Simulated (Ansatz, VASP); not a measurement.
## Two plane-wave programs on SrTiO3

The input INCAR:

```
SYSTEM = SrTiO3
PREC = Accurate
ENCUT = 520
EDIFF = 1E-6
ISMEAR = 0
SIGMA = 0.05
LREAL = .FALSE.
LASPH = .TRUE.
NELM = 60
ALGO = Normal
ISIF = 2
LWAVE = .FALSE.
LCHARG = .FALSE.
GGA = PE
NBANDS = 28
```

Contents of KPOINTS:

```
Automatic mesh
0
G
  8 8 8
  0 0 0
```

File POSCAR:

```
SrTiO3
1.0
    3.9822686081      0.0000000000      0.0000000000
    0.0000000000      3.9822686081      0.0000000000
    0.0000000000      0.0000000000      3.8446910982
Sr Ti O
1 1 3
Direct
    0.0027341017      0.0000000000      0.0000000000
    0.5129076915      0.5000000000      0.5000000000
   -0.0195101656      0.5000000000      0.5000000000
    0.4829592060      0.0000000000      0.5000000000
    0.4829592060      0.5000000000      0.0000000000
```

Input for Ansatz:

```yaml
crystal:
  lattice:
    - [3.9822686081, 0.0, 0.0]
    - [0.0, 3.9822686081, 0.0]
    - [0.0, 0.0, 3.8446910982]
  atoms:
    - { symbol: Sr, position: [0.0027341017, 0.0, 0.0] }
    - { symbol: Ti, position: [0.5129076915, 0.5, 0.5] }
    - { symbol: O, position: [-0.0195101656, 0.5, 0.5] }
    - { symbol: O, position: [0.482959206, 0.0, 0.5] }
    - { symbol: O, position: [0.482959206, 0.5, 0.0] }
basis:
  ecutwfc: 520.0
kpoints:
  mp_grid: { grid: [8, 8, 8] }
hamiltonian:
  xc: pbe
  pseudopotentials: { kind: paw, azcp: { folder: soft_1 } }
scf:
  occupations: { method: gaussian, width: 0.05 }
output:
  forces: true
  stress: true
  eigenvalues: true
```

Change from the starting cell: mode 1 frozen in at -0.077 Å, strain +e along z and -e/2 along x and y -0.0233.

Alike in both runs: task single point; functional PBE; k mesh 8 × 8 × 8; occupations gaussian, width 0.05 eV; no spin polarisation.

|  | VASP | Ansatz |
| --- | --- | --- |
| version | VASP 6.6.1 | Ansatz 0.2.0 |
| potentials or method | VASP PAW PBE potentials, release 64 (Sr_sv, Ti_sv, O), cutoff 520 eV | scalar-relativistic, plane waves, PAW |
| valence electrons in the cell | 40 | 40 |

Ansatz gave:

| Property | Result |
| --- | --- |
| gap on the k mesh at the Fermi level (eV) | 1.89 |
| least direct gap on the mesh (eV) | 2.41 |
| pressure (GPa) | 1.4 |
| traceless stress, the component that is largest in VASP (GPa) | 4.39 |
| rms of the force components (eV/Å) | 0.041 |

Problem. Estimate VASP's values.

Solution. gap on the k mesh at the Fermi level (eV): 1.86; least direct gap on the mesh (eV): 2.39; pressure (GPa): 2.0; traceless stress, the component that is largest in VASP (GPa): 4.45; rms of the force components (eV/Å): 0.050.

Atom by atom the forces differ by 0.018 eV/Å (rms over components). The functional is the same, so the differences come from potentials, cutoffs and numerics.
